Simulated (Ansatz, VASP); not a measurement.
HfC: VASP beside Ansatz

File INCAR:

```
SYSTEM = HfC
ALGO = Normal ; EDIFF = 1E-6
ENCUT = 600 ; GGA = PE
GGA_COMPAT = .False. ; ISIF = 2
ISMEAR = -1 ; LASPH = .True.
LCHARG = .True. ; LDAU = .True.
LDAUJ = 0 0 ; LDAUL = 2 -1
LDAUPRINT = 1 ; LDAUTYPE = 2
LDAUU = 4 0 ; LELF = .True.
LMAXMIX = 4 ; LREAL = .False.
LVHAR = .True. ; LWAVE = .False.
NBANDS = 14 ; NELM = 200
PREC = Accurate ; SIGMA = 0.1
```

KPOINTS

```
k-points
0
Gamma
  8 8 8
  0 0 0
```

The input POSCAR:

```
HfC
1.0
    0.0000000000      2.3250013489      2.3250013489
    2.3250013489      0.0000000000      2.3250013489
    2.3250013489      2.3250013489      0.0000000000
Hf C
1 1
Direct
    0.5000000000      0.5000000000      0.5000000000
    0.0000000000      0.0000000000      0.0000000000
```

Input for Ansatz:

```yaml
crystal:
  lattice:
    - [0.0, 2.3250013489, 2.3250013489]
    - [2.3250013489, 0.0, 2.3250013489]
    - [2.3250013489, 2.3250013489, 0.0]
  atoms:
    - { symbol: Hf, position: [0.5, 0.5, 0.5] }
    - { symbol: C, position: [0.0, 0.0, 0.0] }
basis:
  ecutwfc: 420
  ecutrho_ratio: 4
kpoints:
  mp_grid: { grid: [8, 8, 8] }
hamiltonian:
  xc: pbe
  hubbard: { sites: [{ species: Hf, l: d, u_eff: 4.0 }], double_counting: fll }
scf:
  occupations: { method: fermi_dirac, width: 0.1 }
output:
  forces: true
  stress: true
```

Alike in both runs: task single point; functional PBE; k mesh 8 × 8 × 8; occupations fermi-dirac, width 0.1 eV; no spin polarisation; Hubbard terms Hf d U = 4.0 eV.

|  | VASP | Ansatz |
| --- | --- | --- |
| version | VASP 6.6.1 | Ansatz 0.2.0 |
| potentials or method | VASP PAW PBE potentials, release 64 (Hf_pv, C), cutoff 600 eV | scalar-relativistic, plane waves, PAW |
| valence electrons in the cell | 14 | 30 |

Ansatz gave:

| Quantity | Value |
| --- | --- |
| pressure (GPa) | 7.2 |

Question: Estimate VASP's values.

Answer: Pressure (GPa): 13.9.

The programs project onto different local orbitals, so the same U acts differently, and such runs can settle in different states. VASP's potentials hold 14 valence electrons a cell and Ansatz's 30, so a difference there can come from the potentials and not from the codes. Ansatz's warnings: filled band counts differ across k points.

Spin-orbit coupling is off throughout.
